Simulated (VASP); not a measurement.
The system is ScGaN.

```
Sc Ga N
1.0
     3.40603    0.00000    0.00000
    -1.70302    2.94971    0.00000
     0.00000    0.00000    5.31510
Sc Ga N
1 1 1
Direct
  0.66667 0.33333 0.00000
  0.66667 0.33333 0.50000
  0.00000 0.00000 0.00000
```

| Quantity | Value |
| --- | --- |
| Program | VASP 6.6.1 |
| Task | relaxation of cell and atoms |
| Functional | PBE |
| Potentials or basis | VASP PAW PBE potentials, release 64 (Sc_sv, Ga_d, N) |
| Cutoff | 600 eV |
| k mesh | 6 × 6 × 4 |
| Occupations | gaussian, width 0.1 eV |
| Spin | no spin polarisation |

At the start: pressure 13.0 GPa; volume 17.80 Å³/atom.

Where does the relaxation end?

Over 8 steps the energy falls by 150.3 meV/atom and the volume is 22.21 Å³/atom (+24.8 %); space group P-6m2 (No. 187, to 0.05 Å).

Step by step:
```tsv
step	energy change (eV)	largest force (eV/Å)	pressure (GPa)	volume (Å³)
1	0.0000	0.0000	13.04	53.40
2	-0.2902	0.0000	-3.53	65.39
3	-0.3214	0.0000	-0.43	62.11
4	-0.3948	0.0000	0.20	62.88
5	-0.4362	0.0000	1.68	63.69
6	-0.4362	0.0000	2.12	63.85
7	-0.4489	0.0000	-0.67	67.75
8	-0.4510	0.0000	0.03	66.64
```

Final structure:
```
Sc Ga N
1.0
     3.48542    0.00000    0.00000
    -1.74271    3.01846    0.00000
     0.00000    0.00000    6.33456
Sc Ga N
1 1 1
Direct
  0.66667 0.33333 0.00000
  0.66667 0.33333 0.50000
  0.00000 0.00000 0.00000
```

Caveat: the volume moved by over 15 % at a fixed basis, so the end points are rough.
